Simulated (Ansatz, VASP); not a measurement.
## AgCl in VASP and in Ansatz

```xyz
2
Lattice="0.0000 2.7727 2.7727 2.7727 0.0000 2.7727 2.7727 2.7727 0.0000" Properties=species:S:1:pos:R:3 pbc="T T T"
Ag    0.0000    0.0000    0.0000
Cl    2.7727    2.7727    2.7727
```

Alike in both runs: task single point; functional PBE; k mesh 4 × 4 × 4; occupations tetrahedron; no spin polarisation.

|  | VASP | Ansatz |
| --- | --- | --- |
| version | VASP 6.6.1 | Ansatz 0.2.0 |
| potentials or method | VASP PAW PBE potentials, release 64 (Ag, Cl), cutoff 500 eV | scalar-relativistic, plane waves, PAW |
| valence electrons in the cell | 18 | 26 |

|  | VASP | Ansatz | Ansatz less VASP |
| --- | --- | --- | --- |
| gap on the k mesh at the Fermi level (eV) | 0.90 | 0.91 | +0.003 |
| least direct gap on the mesh (eV) | 3.23 | 3.22 | -0.001 |
| pressure (GPa) | 1.7 | 1.8 | +0.14 |

The functional is the same, so the differences come from potentials, cutoffs and numerics. VASP's potentials hold 18 valence electrons a cell and Ansatz's 26, so a difference there can come from the potentials and not from the codes. Ansatz's warnings: band table not solved further, tetrahedron derivatives may miss energy slope.

The k mesh is coarse, so the values compare programs but aren't converged.
